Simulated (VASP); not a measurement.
# GaN (P6_3mc) in VASP: further runs, part 3 of 3

VASP 6.6.1. The steps go on from the part before.

### Step 6. Single point, PBE (strain +2.5%)

Contents of INCAR:

```
ALGO = Normal
EDIFF = 1E-6
ENCUT = 520
GGA = PE
ISIF = 2
ISMEAR = -1
LASPH = True
LCHARG = True
LELF = True
LREAL = False
LVHAR = True
LWAVE = False
NBANDS = 26
NELM = 60
PREC = Accurate
SIGMA = 0.02
```

Contents of KPOINTS:

```
k-points
0
Gamma
  12 12 6
```

Contents of POSCAR:

```
GaN
1.0
    3.2627280962      0.0000000000      0.0000000000
   -1.6313640481      2.8256054170      0.0000000000
    0.0000000000      0.0000000000      5.3132157581
Ga N
2 2
Direct
    0.3333333333      0.6666666667     -0.0009931565
    0.6666666667      0.3333333333      0.4990068435
    0.3333333333      0.6666666667      0.3759931565
    0.6666666667      0.3333333333      0.8759931565
```

Potentials or basis: VASP PAW PBE potentials, release 64 (Ga_d, N).

Run with:

```
cat potpaw_PBE.64/Ga_d/POTCAR potpaw_PBE.64/N/POTCAR > POTCAR
mpirun -np 1 vasp_std > vasp.out
```

OUTCAR:

```text
EDIFF = 1E-6
   ENCUT = 520
   GGA = PE
   ISIF = 2
   ISMEAR = -1
   LASPH = True
   LREAL = False
   NELM = 60
   PREC = Accurate

 ion  position               nearest neighbor table
   1  0.333  0.667  0.999-   4 1.99   4 1.99   4 1.99   3 2.00
   2  0.667  0.333  0.499-   3 1.99   3 1.99   3 1.99   4 2.00
   3  0.333  0.667  0.376-   2 1.99   2 1.99   2 1.99   1 2.00
   4  0.667  0.333  0.876-   1 1.99   1 1.99   1 1.99   2 2.00

  LATTYP: Found a hexagonal cell.
 ALAT       =     3.2627280962
 C/A-ratio  =     1.6284580270

  Lattice vectors:

 A1 = (   3.2627280962,   0.0000000000,   0.0000000000)
 A2 = (  -1.6313640481,   2.8256054170,   0.0000000000)
 A3 = (   0.0000000000,   0.0000000000,   5.3132157581)

Analysis of symmetry for initial positions (statically):
=====================================================================
 Subroutine PRICEL returns:
 Original cell was already a primitive cell.

 Routine SETGRP: Setting up the symmetry group for a
 hexagonal supercell.
[... 163 lines left out ...]

 Free energy of the ion-electron system (eV)
  ---------------------------------------------------
  ext. energy  EPLUGINS =         0.00000000
  ---------------------------------------------------
  free energy    TOTEN  =       -24.29000564 eV

  energy without entropy =      -24.29000564  energy(sigma->0) =      -24.29000564

 E-fermi :   5.0423     XC(G=0): -11.3014

 val. band max:        4.5886242364   @ k =   0.0000   0.0000   0.0000
 cond. band min:       6.0352824092   @ k =   0.0000   0.0000   0.0000
 fundamental gap:      1.4466581728
 Fermi energy:         5.0422565991

 k-point     1 :       0.0000    0.0000    0.0000
  band No.  band energies     occupation
      1     -10.8179      2.00000
      2     -10.1330      2.00000
      3      -8.8152      2.00000
      4      -8.8023      2.00000
      5      -8.8023      2.00000
      6      -8.7535      2.00000
[... 685 lines left out ...]
     25      15.4981      0.00000
     26      17.1079      0.00000

 [... further k-points ...]
[... 5 lines left out ...]
  --------------------------------------------------------------------------------------
  -------------------------------------------------------------------------------------
  Total       -1.9096499     -1.9096499     -1.8719504      0.0000000      0.0000000      0.0000000
  in kB      -62.4617988    -62.4617988    -61.2287035      0.0000000      0.0000000      0.0000000
  external PRESSURE =     -62.0507670 kB  Pullay stress =       0.0000000 kB

 VOLUME and BASIS-vectors are now :
 -----------------------------------------------------------------------------
  energy-cutoff  :      520.00
  volume of cell :       48.98
      direct lattice vectors                 reciprocal lattice vectors
     3.262728096  0.000000000  0.000000000     0.306491982  0.176953228  0.000000000
    -1.631364048  2.825605417  0.000000000     0.000000000  0.353906456  0.000000000
     0.000000000  0.000000000  5.313215758     0.000000000  0.000000000  0.188209936

 POSITION                                       TOTAL-FORCE (eV/Angst)
 -----------------------------------------------------------------------------------
     -0.00000      1.88374      5.30794        -0.000000      0.000000      0.003956
      1.63136      0.94187      2.65133         0.000000     -0.000000      0.003956
     -0.00000      1.88374      1.99773         0.000000     -0.000000     -0.003956
      1.63136      0.94187      4.65434        -0.000000      0.000000     -0.003956
 -----------------------------------------------------------------------------------
    total drift:                               -0.000001     -0.000001      0.000439

  FREE ENERGIE OF THE ION-ELECTRON SYSTEM (eV)
  ---------------------------------------------------
  free  energy   TOTEN  =       -24.2900056411 eV

  energy  without entropy=      -24.2900056411  energy(sigma->0) =      -24.29000564
```

Wall time 33 s (1 thread of Intel Xeon 6975P-C (Granite Rapids), shared host); peak memory 0.21 GiB.

Results:

- Free energy: -24.2900 eV
- Pressure: -6.2 GPa
- Largest force: 0.004 eV/Å
- Band gap on the k mesh: 1.45 eV, direct

Forces on the atoms (eV/Å):
```
Ga   0.000  0.000  0.004
Ga   0.000  0.000  0.004
N    0.000  0.000 -0.004
N    0.000  0.000 -0.004
```

Stress tensor (GPa, compression positive):
```
-6.25  0.00  0.00
 0.00 -6.25  0.00
 0.00  0.00 -6.12
```

Levels at points of the mesh, in eV from the valence-band top:
```tsv
k point	band 15	band 16	band 17	band 18	band 19	band 20	band 21	band 22
(0.00, 0.00, 0.00)	-0.95	-0.03	0.00	0.00	1.45	3.80	8.79	9.50
(0.50, 0.00, 0.00)	-3.88	-2.50	-2.00	-0.92	4.86	5.11	5.90	8.02
(0.00, 0.00, 0.50)	-0.49	-0.49	-0.49	-0.49	3.80	3.80	8.10	8.10
(0.50, 0.00, 0.50)	-1.78	-1.78	-1.74	-1.74	4.18	4.18	7.32	7.32
```

Caveat: the cell differs from its parent crystal (strain +2.5%).

### Step 7. Overview

| cell | gap on the mesh (eV) | pressure (GPa) | largest force (eV/Å) |
| --- | --- | --- | --- |
| a = 3.024, b = 3.024, c = 4.924 Å, angles 90.0, 90.0, 120.0°, 4 atoms | 2.97 | 48.3 | 0.01 |
| a = 3.183, b = 3.183, c = 5.184 Å, angles 90.0, 90.0, 120.0°, 4 atoms | 1.94 | 6.3 | - |
| a = 3.231, b = 3.231, c = 5.147 Å, angles 90.0, 90.0, 120.0°, 4 atoms | 1.77 | 2.0 | 0.01 |
| a = 3.183, b = 3.183, c = 5.339 Å, angles 90.0, 90.0, 120.0°, 4 atoms | 1.62 | 0.8 | 0.02 |
| a = 3.263, b = 3.263, c = 5.313 Å, angles 90.0, 90.0, 120.0°, 4 atoms | 1.45 | -6.2 | - |

Alike in all rows: task single point; level PBE; potentials or basis VASP PAW PBE potentials, release 64 (Ga_d, N); no spin polarisation; k mesh 12 × 12 × 6; cutoff (eV) 520; smearing fermi-dirac 0.02 eV.

Total energies depend on the potentials used, so only differences within one code and one set of settings carry meaning.
